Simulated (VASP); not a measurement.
Write the native input for VASP 6.6.1 that does the following.

- Task: single point
- Functional: PBEsol
- Potentials or basis: VASP PAW PBE potentials, release 64 (Al, As)
- Cutoff: 500 eV
- k mesh: 4 × 4 × 4
- Occupations: gaussian, width 0.01 eV
- Spin: no spin polarisation
- Dipole correction: no
- Further INCAR settings: ALGO = Normal; EDIFF = 1e-06; NBANDS = 11

The structure of AlAs (m.bgw) lies in POSCAR:

```
AlAs
1.0
    0.0000000000      2.8372289493      2.8372289493
    2.8372289493      0.0000000000      2.8372289493
    2.8372289493      2.8372289493      0.0000000000
Al As
1 1
Direct
    0.0000000000      0.0000000000      0.0000000000
    0.2500000000      0.2500000000      0.2500000000
```

These files were run (other wordings do the same):

INCAR

```
SYSTEM = AlAs
  ALGO = Normal
  EDIFF = 1E-6
  ENCUT = 500
  GGA = PS
  GGA_COMPAT = .FALSE.
  ISIF = 2
  ISMEAR = 0
  LASPH = .TRUE.
  LCHARG = .FALSE.
  LREAL = .FALSE.
  LWAVE = .FALSE.
  NBANDS = 11
  NELM = 120
  PREC = Accurate
  SIGMA = 0.01
```

KPOINTS

```
k-points
0
G
  4 4 4
  0 0 0
```

Potentials or basis: VASP PAW PBE potentials, release 64 (Al, As).

Run with:

```console
$ cat potpaw_PBE.64/Al/POTCAR potpaw_PBE.64/As/POTCAR > POTCAR
$ mpirun -np 1 vasp_std > vasp.out
```

Results of the run:

```
Pressure               : 0.6 GPa
Band gap on the k mesh : 1.30 eV, indirect (least direct gap 1.91 eV)
```

Caveat: the k points lie up to 0.48 Å⁻¹ apart; the PAW data sets were made with another functional, which shifts forces and pressure a little.

It took 3.8 s on 1 thread of Intel(R) Xeon(R) 6975P-C (Granite Rapids), with other jobs on the host, peak memory 0.15 GiB.
